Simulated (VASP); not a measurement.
Wanted: the native input for a VASP 6.6.1 run.

```yaml
Task: single point
Functional: BLYP
Potentials_or_basis: VASP PAW PBE potentials, release 64 (Si, C)
Cutoff: 520 eV
k_mesh: 10 × 10 × 2
Occupations: fermi-dirac, width 0.05 eV
Spin: no spin polarisation
Dipole_correction: no
Further_INCAR_settings: ALGO = Normal; EDIFF = 1e-06; NBANDS = 36
```

The structure of SiC (Moissanite 6H) lies in POSCAR:

```
SiC
1.0
    3.0531705480      0.0000000000      0.0000000000
   -1.5265852740      2.6441232567      0.0000000000
    0.0000000000      0.0000000000     14.9649748670
Si C
6 6
Direct
    0.6666666667      0.3333333333      0.4583000000
    0.3333333333      0.6666666667      0.9583000000
    0.6666666667      0.3333333333      0.7917000000
    0.3333333333      0.6666666667      0.2917000000
    0.0000000000      0.0000000000      0.6250000000
    0.0000000000      0.0000000000      0.1250000000
    0.6666666667      0.3333333333      0.3333000000
    0.3333333333      0.6666666667      0.8333000000
    0.6666666667      0.3333333333      0.6667000000
    0.3333333333      0.6666666667      0.1667000000
    0.0000000000      0.0000000000      0.5000000000
    0.0000000000      0.0000000000      0.0000000000
```

The input as run:

INCAR

```
PREC = Accurate ; ENCUT = 520
EDIFF = 1E-6 ; ISMEAR = -1
SIGMA = 0.05 ; LREAL = F
LASPH = T ; NELM = 80
ALGO = Normal ; ISIF = 2
LWAVE = F ; LCHARG = T
GGA = B5 ; ALDAX = 1.0
AGGAX = 1.0 ; AGGAC = 1.0
ALDAC = 0.0 ; LELF = T
LVHAR = T ; NBANDS = 36
```

KPOINTS

```
regular mesh
0
Gamma
  10 10 2
```

Potentials or basis: VASP PAW PBE potentials, release 64 (Si, C).

Run with:

```sh
$ cat potpaw_PBE.64/Si/POTCAR potpaw_PBE.64/C/POTCAR > POTCAR
$ mpirun -np 1 vasp_std > vasp.out
```

Results of the run:

- Pressure: 15.0 GPa
- Largest force: 0.149 eV/Å
- Band gap on the k mesh: 2.33 eV, indirect (least direct gap 3.43 eV)

Caveat: the PAW data sets were made with another functional, which shifts forces and pressure a little.

Wall time 4.9 min on 1 thread of AMD EPYC 7R13, on a shared host, peak memory 0.25 GiB.
